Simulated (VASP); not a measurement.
# SrB3Rh (Cmmm) in VASP: further runs

The runs below take SrB3Rh through single point, relaxation of cell and atoms, with PBE.

Everything below comes from runs of VASP 6.6.1. Logs are shortened: lines on timing, memory, paths and dates and some standing lists are left out, and cuts for length are marked.

## Step 1: The cell of the first run

The structure is orthorhombic, space group Cmmm (No. 65). The conventional cell has a = 4.309 Å, b = 6.236 Å, c = 5.507 Å, α = 90.00°, β = 90.00°, γ = 90.00°. Within 2.9 Å of Sr (site symmetry mmm) lie 2 B at 2.15 Å. Within 2.5 Å of B (site symmetry 2/m) lie 2 Rh at 1.90 Å and 2 B at 2.15 Å. B (site symmetry mmm) has 2 Sr at 2.15 Å and 2 Rh at 2.75 Å within 2.9 Å. Within 2.5 Å of Rh (site symmetry mmm) lie 4 B at 1.90 Å.

The cell was built from a structure type or drawn by symmetry, and may not be a known phase.

## Step 2: Single point, PBE

Input file INCAR:

```
ALGO     = Normal         # electronic algorithm
EDIFF    = 1E-6           # SCF threshold, eV
ENCUT    = 520            # plane-wave cutoff, eV
GGA      = PE             # functional
ISIF     = 2              # what is computed and relaxed
ISMEAR   = 0              # smearing method
LASPH    = True           # aspherical terms in the spheres
LCHARG   = True           # write CHGCAR
LELF     = True           # ELF
LREAL    = False          # projectors in reciprocal space
LVHAR    = True         
LWAVE    = False          # write WAVECAR
NBANDS   = 25             # bands
NELM     = 60             # most SCF steps
PREC     = Accurate       # precision mode
SIGMA    = 0.1            # smearing width, eV
```

Input file KPOINTS:

```
k-points
0
Gamma
  6 6 4
```

Input file POSCAR:

```
SrB3Rh
1.0
    2.1544649800     -3.1181735700      0.0000000000
    2.1544649800      3.1181735700      0.0000000000
    0.0000000000      0.0000000000      5.5068683700
Sr B Rh
1 3 1
Direct
    0.0000000000      0.0000000000      0.5000000000
    0.0000000000      0.5000000000      0.0000000000
    0.5000000000      0.0000000000      0.0000000000
    0.5000000000      0.5000000000      0.5000000000
    0.5000000000      0.5000000000      0.0000000000
```

Potentials or basis: VASP PAW PBE potentials, release 64 (Sr_sv, B, Rh_pv).

Run with:

```bash
cat potpaw_PBE.64/Sr_sv/POTCAR potpaw_PBE.64/B/POTCAR potpaw_PBE.64/Rh_pv/POTCAR > POTCAR
mpirun -np 1 vasp_std > vasp.out
```

OUTCAR:

```text
EDIFF = 1E-6
   ENCUT = 520
   GGA = PE
   ISIF = 2
   ISMEAR = 0
   LASPH = True
   LREAL = False
   NELM = 60
   PREC = Accurate

 ion  position               nearest neighbor table
   1  0.000  0.000  0.500-   4 2.15   4 2.15   4 3.12   4 3.12   3 3.34   2 3.34   3 3.34   2 3.34
                             3 3.34   2 3.34   3 3.34   2 3.34   5 3.50   5 3.50   5 3.50   5 3.50
   2  0.000  0.500  0.000-   5 1.90   5 1.90   3 2.15   3 2.15   1 3.34   1 3.34   1 3.34   1 3.34

   3  0.500  0.000  0.000-   5 1.90   5 1.90   2 2.15   2 2.15   1 3.34   1 3.34   1 3.34   1 3.34

   4  0.500  0.500  0.500-   1 2.15   1 2.15   5 2.75   5 2.75   1 3.12   1 3.12
   5  0.500  0.500  0.000-   2 1.90   3 1.90   3 1.90   2 1.90   4 2.75   4 2.75   1 3.50   1 3.50
                             1 3.50   1 3.50   1 4.16   1 4.16   1 4.16   1 4.16

  LATTYP: Found a base centered orthorhombic cell.
 ALAT       =     4.3089299600
 B/A-ratio  =     1.4473076142
 C/A-ratio  =     1.2780129687

  Lattice vectors:

 A1 = (   2.1544649800,  -3.1181735700,   0.0000000000)
 A2 = (   2.1544649800,   3.1181735700,   0.0000000000)
 A3 = (   0.0000000000,   0.0000000000,   5.5068683700)

Analysis of symmetry for initial positions (statically):
=====================================================================
 Subroutine PRICEL returns:
 Original cell was already a primitive cell.

 Routine SETGRP: Setting up the symmetry group for a
 base centered orthorhombic supercell.

 Subroutine GETGRP returns: Found  8 space group operations
 (whereof  8 operations were pure point group operations)
 out of a pool of  8 trial point group operations.

The static configuration has the point symmetry D_2h.

Analysis of symmetry for dynamics (positions and initial velocities):
=====================================================================
 Subroutine PRICEL returns:
 Original cell was already a primitive cell.

 Routine SETGRP: Setting up the symmetry group for a
 base centered orthorhombic supercell.

 Subroutine GETGRP returns: Found  8 space group operations
 (whereof  8 operations were pure point group operations)
 out of a pool of  8 trial point group operations.

The dynamic configuration has the point symmetry D_2h.

 Subroutine INISYM returns: Found  8 space group operations
 (whereof  8 operations are pure point group operations),
 and found     1 'primitive' translations

----------------------------------------------------------------------------------------

                                     Primitive cell

  volume of cell :      73.9902

  direct lattice vectors                    reciprocal lattice vectors
     2.154464980 -3.118173570  0.000000000     0.232076179 -0.160350278  0.000000000
     2.154464980  3.118173570  0.000000000     0.232076179  0.160350278  0.000000000
     0.000000000  0.000000000  5.506868370     0.000000000  0.000000000  0.181591411

  length of vectors
     3.790082554  3.790082554  5.506868370     0.282084322  0.282084322  0.181591411

  position of ions in fractional coordinates (direct lattice)
     0.000000000  0.000000000  0.500000000
     0.000000000  0.500000000  0.000000000
     0.500000000  0.000000000  0.000000000
     0.500000000  0.500000000  0.500000000
     0.500000000  0.500000000  0.000000000

  ion indices of the primitive-cell ions
   primitive index   ion index
                 1           1
                 2           2
                 3           3
                 4           4
                 5           5

----------------------------------------------------------------------------------------

 KPOINTS: k-points

Automatic generation of k-mesh.
 Grid dimensions read from file:
 generate k-points for:    6    6    4

 Generating k-lattice:

  Cartesian coordinates                     Fractional coordinates (reciprocal lattice)
     0.038679363 -0.026725046  0.000000000     0.166666667  0.000000000  0.000000000
     0.038679363  0.026725046  0.000000000     0.000000000  0.166666667  0.000000000
     0.000000000  0.000000000  0.045397853     0.000000000  0.000000000  0.250000000

  Length of vectors
     0.047014054  0.047014054  0.045397853

  Shift w.r.t. Gamma in fractional coordinates (k-lattice)
     0.000000000  0.000000000  0.000000000

 Subroutine IBZKPT returns following result:
 ===========================================

 Found     39 irreducible k-points:

 Following reciprocal coordinates:
            Coordinates               Weight
  0.000000  0.000000  0.000000      1.000000
  0.166667  0.000000  0.000000      4.000000
  0.333333  0.000000  0.000000      4.000000
  0.500000  0.000000  0.000000      2.000000
  0.166667  0.166667  0.000000      2.000000
  0.333333  0.166667  0.000000      4.000000
[... 16 lines left out ...]
  0.333333  0.333333  0.250000      4.000000
  0.500000  0.333333  0.250000      8.000000
 [... further k-points ...]
   k-points           NKPTS =     39   k-points in BZ     NKDIM =     39   number of bands    NBANDS=     25
   number of dos      NEDOS =    301   number of ions     NIONS =      5
   total plane-waves  NPLWV =  32928
   dimension x,y,z NGX =    28 NGY =   28 NGZ =   42
   dimension x,y,z NGXF=    56 NGYF=   56 NGZF=   84
   ions per type =               1   3   1
   NGX,Y,Z   is equivalent  to a cutoff of  12.28, 12.28, 12.68 a.u.
   NGXF,Y,Z  is equivalent  to a cutoff of  24.56, 24.56, 25.36 a.u.
 SYSTEM =  unknown system
   PREC   = accura    normal or accurate (medium, high low for compatibility)
   ISTART =      0    job   : 0-new  1-cont  2-samecut
   ICHARG =      2    charge: 1-file 2-atom 10-const
   ISPIN  =      1    spin polarized calculation?
   LNONCOLLINEAR =      F non collinear calculations
   LSORBIT =      F    spin-orbit coupling
   LASPH  =      T    aspherical Exc in radial PAW
   ENCUT  =  520.0 eV  38.22 Ry    6.18 a.u.   7.05  7.05 10.24*2*pi/ulx,y,z
   NELM   =     60;   NELMIN=  2; NELMDL= -5     # of ELM steps
   EDIFF  = 0.1E-05   stopping-criterion for ELM
   LREAL  =      F    real-space projection
   EDIFFG = 0.1E-04   stopping-criterion for IOM
   NSW    =      0    number of steps for IOM
   IBRION =     -1    ionic relax: 0-MD 1-quasi-New 2-CG
   NFREE  =      0    steps in history (QN), initial steepest desc. (CG)
   ISIF   =      2    stress and relaxation
   ISYM   =      2    0-nonsym 1-usesym 2-fastsym
   POTIM  = 0.5000    time-step for ionic-motion
   TEBEG  =    0.0;   TEEND  =   0.0 temperature during run
   PSTRESS=    0.0 pullay stress
   NELECT =      34.0000    total number of electrons
   NUPDOWN=      -1.0000    fix difference up-down
   EMIN   =  10.00;   EMAX   =-10.00  energy-range for DOS
   EFERMI =   0.00;   METHOD = LEGACY
   ISMEAR =     0;   SIGMA  =   0.10  broadening in eV -4-tet -1-fermi 0-gaus
   EFERMI_NEDOS =   21; number of points for ismear=-14 and -15
   IALGO  =     38    algorithm
   IMIX   =      4    mixing-type and parameters
     AMIX     =   0.40;   BMIX     =  1.00
     AMIX_MAG =   1.60;   BMIX_MAG =  1.00
  volume/ion in A,a.u.               =      14.80        99.86
  Fermi-wavevector in a.u.,A,eV,Ry     =   1.263309  2.387308 21.714220  1.595950
  Thomas-Fermi vector in A             =   2.396673
   LORBIT       =      0    0 simple, 1 ext, 2 COOP (PROOUT), +10 PAW based schemes
   GGA     = PE    functional components
   LHFCALC =     F    Hartree Fock is set to
   AEXX    =    0.0000 exact exchange contribution
   IVDW    =     0    specifies the selected vdW correction
   LEPSILON=     F    determine dielectric tensor
   LRPA    =     F    only Hartree local field effects (RPA)
 non-spin polarized calculation
 Gauss-broadening in eV      SIGMA  =   0.10
  energy-cutoff  :      520.00
  volume of cell :       73.99
 maximum number of plane-waves:      2006
   NGX = 15   NGY = 15   NGZ = 21

 number of electron      34.0000001 magnetization

 Free energy of the ion-electron system (eV)
  ---------------------------------------------------
  ext. energy  EPLUGINS =         0.00000000
  ---------------------------------------------------
  free energy    TOTEN  =       -22.56652960 eV

  energy without entropy =      -22.55069839  energy(sigma->0) =      -22.55861400

 E-fermi :   4.7743     XC(G=0): -10.6007

 val. band max:        4.7661988804   @ k =   0.5000   0.3333   0.2500
 cond. band min:       4.7956600639   @ k =  -0.3333   0.3333   0.5000
 fundamental gap:      0.0294611835
 Fermi energy:         4.7743055337

 k-point     1 :       0.0000    0.0000    0.0000
  band No.  band energies     occupation
      1     -43.0745      2.00000
      2     -42.5441      2.00000
      3     -42.1789      2.00000
      4     -29.4140      2.00000
      5     -12.1646      2.00000
      6     -11.5207      2.00000
[... 17 lines left out ...]
     24       9.7115      0.00000
     25      11.0145      0.00000

 k-point     2 :       0.1667    0.0000    0.0000
  band No.  band energies     occupation
      1     -43.0734      2.00000
      2     -42.5437      2.00000
      3     -42.1786      2.00000
      4     -29.4067      2.00000
      5     -12.2412      2.00000
      6     -11.5004      2.00000
[... 17 lines left out ...]
     24       9.9565      0.00000
     25      11.1371      0.00000

 k-point     3 :       0.3333    0.0000    0.0000
  band No.  band energies     occupation
      1     -43.0711      2.00000
      2     -42.5429      2.00000
      3     -42.1780      2.00000
      4     -29.3920      2.00000
      5     -12.4053      2.00000
      6     -11.4594      2.00000
[... 552 lines left out ...]
 k-point    23 :       0.3333    0.3333    0.2500
  band No.  band energies     occupation
      1     -43.0678      2.00000
      2     -42.5408      2.00000
      3     -42.1772      2.00000
      4     -29.3715      2.00000
      5     -12.4402      2.00000
      6     -11.5443      2.00000
[... 17 lines left out ...]
     24      10.9171      0.00000
     25      10.9906      0.00000

 k-point    24 :       0.5000    0.3333    0.2500
  band No.  band energies     occupation
      1     -43.0667      2.00000
      2     -42.5395      2.00000
      3     -42.1770      2.00000
      4     -29.3656      2.00000
      5     -12.3804      2.00000
      6     -11.6191      2.00000
[... 17 lines left out ...]
     24      11.0673      0.00000
     25      11.4140      0.00000

 [... further k-points ...]

------------------------ aborting loop because EDIFF is reached ----------------------------------------

  FORCE on cell =-STRESS in cart. coord.  units (eV):
  Direction    XX          YY          ZZ          XY          YZ          ZX
  --------------------------------------------------------------------------------------
  -------------------------------------------------------------------------------------
  Total       19.0223760     12.2788881     -5.2867924      0.0000000      0.0000000      0.0000000
  in kB      411.9086645    265.8858385   -114.4796849      0.0000000      0.0000000      0.0000000
  external PRESSURE =     187.7716061 kB  Pullay stress =       0.0000000 kB

 VOLUME and BASIS-vectors are now :
 -----------------------------------------------------------------------------
  energy-cutoff  :      520.00
  volume of cell :       73.99
      direct lattice vectors                 reciprocal lattice vectors
     2.154464980 -3.118173570  0.000000000     0.232076179 -0.160350278  0.000000000
     2.154464980  3.118173570  0.000000000     0.232076179  0.160350278  0.000000000
     0.000000000  0.000000000  5.506868370     0.000000000  0.000000000  0.181591411

 POSITION                                       TOTAL-FORCE (eV/Angst)
 -----------------------------------------------------------------------------------
      0.00000      0.00000      2.75343        -0.000000      0.000000      0.000000
      1.07723      1.55909      0.00000        -0.000000      0.000000      0.000000
      1.07723     -1.55909      0.00000         0.000000      0.000000      0.000000
      2.15446      0.00000      2.75343         0.000000      0.000000      0.000000
      2.15446      0.00000      0.00000        -0.000000     -0.000000      0.000000
 -----------------------------------------------------------------------------------
    total drift:                                0.000000      0.000000     -0.000000

  FREE ENERGIE OF THE ION-ELECTRON SYSTEM (eV)
  ---------------------------------------------------
  free  energy   TOTEN  =       -22.5665296010 eV

  energy  without entropy=      -22.5506983946  energy(sigma->0) =      -22.55861400
```

Run time: 1.9 min. Hardware: 1 thread of Intel Xeon Platinum 8259CL at 2.50GHz (Skylake/Cascade Lake), shared host; peak memory 0.22 GiB.

Results:

```yaml
Free_energy: -22.5665 eV
Pressure: 18.8 GPa
Band_gap_on_the_k_mesh: zero (bands 17 and 18 overlap by 1.47 eV)
```

Caveat: the cell stands under pressure.

[end of part 1 of 2]
